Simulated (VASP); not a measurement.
A run of VASP 6.6.1:

File INCAR:

```
SYSTEM = Co
PREC = Accurate
ENCUT = 600
EDIFF = 1E-6
ISMEAR = -1
SIGMA = 0.05
LREAL = .FALSE.
LASPH = .TRUE.
NELM = 200
ALGO = Normal
ISIF = 2
LWAVE = .FALSE.
LCHARG = .TRUE.
ISPIN = 2
MAGMOM = -1.666 -1.666
LORBIT = 11
LMAXMIX = 4
GGA = PE
LELF = .TRUE.
LVHAR = .TRUE.
NBANDS = 20
GGA_COMPAT = .FALSE.
```

Contents of KPOINTS:

```
Automatic mesh
0
G
  14 14 10
  0 0 0
```

The input POSCAR:

```
Co
1.0
    2.3761179294      0.0000000000      0.0000000000
    0.0000000000      2.3761179294      0.0000000000
    0.0000000000      0.0000000000      3.3586395086
Co
2
Direct
    0.0000000000      0.0000000000      0.0000000000
    0.5000000000      0.5000000000      0.5000000000
```

Potentials or basis: VASP PAW PBE potentials, release 64 (Co).

Run with:

```bash
$ cat potpaw_PBE.64/Co/POTCAR > POTCAR
$ mpirun -np 1 vasp_std > vasp.out
```

Hardware: 1 thread of AMD EPYC 9R45 96-Core Processor (Zen 5), with other jobs on the host.

Estimate the wall time of this run.

Run time: 94 s on 1 thread of AMD EPYC 9R45 96-Core Processor (Zen 5), on a shared host, peak memory 0.22 GiB. Counts: scf iterations 14, k points 216.
